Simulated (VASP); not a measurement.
The system is SrSiH6.

```xyz
8
Lattice="3.3284 0.0000 0.0000 0.0000 3.3284 0.0000 0.0000 0.0000 5.5711" Properties=species:S:1:pos:R:3 pbc="T T T"
Sr    1.6642    1.6642    2.7855
H     1.6642    1.6642    0.0000
H     0.0000    0.0000    2.7855
H     0.0000    1.6642    0.9629
H     1.6642    0.0000    4.6081
H     1.6642    0.0000    0.9629
H     0.0000    1.6642    4.6081
Si    0.0000    0.0000    0.0000
```

```yaml
Program: VASP 6.6.1
Task: relaxation of cell and atoms
Functional: r2SCAN
Dispersion: rVV10
Potentials_or_basis: VASP PAW PBE potentials, release 64 (Sr_sv, H, Si)
Cutoff: 600 eV
k_mesh: 8 × 8 × 4
Occupations: fermi-dirac, width 0.03 eV
Spin: no spin polarisation
```

At the start: pressure 1.3 GPa; volume 7.71 Å³/atom.

Q: Where does the relaxation end?

A: Over 6 steps the energy falls by 2.4 meV/atom and the volume is 7.91 Å³/atom (+2.6 %); space group P4/mmm (No. 123, to 0.1 Å) before and after.

Step by step:
| step | energy change (eV) | largest force (eV/Å) | pressure (GPa) | volume (Å³) |
| --- | --- | --- | --- | --- |
| 1 | 0.0000 | 0.0706 | 1.35 | 61.72 |
| 2 | -0.0099 | 0.0776 | 0.76 | 62.30 |
| 3 | -0.0163 | 0.0960 | -0.50 | 63.66 |
| 4 | -0.0169 | 0.0916 | -0.23 | 63.36 |
| 5 | -0.0188 | 0.0484 | -0.13 | 63.34 |
| 6 | -0.0195 | 0.0004 | 0.01 | 63.32 |

Final structure:
```
CELL_PARAMETERS angstrom
3.33128 0.00000 0.00000
0.00000 3.33128 0.00000
0.00000 0.00000 5.70559
ATOMIC_POSITIONS crystal
Sr 0.50000 0.50000 0.50000
H 0.50000 0.50000 0.00000
H 0.00000 0.00000 0.50000
H 0.00000 0.50000 0.16861
H 0.50000 0.00000 0.83139
H 0.50000 0.00000 0.16861
H 0.00000 0.50000 0.83139
Si 0.00000 0.00000 0.00000
```

Caveat: the PAW data sets were made with another functional, which shifts forces and pressure a little.
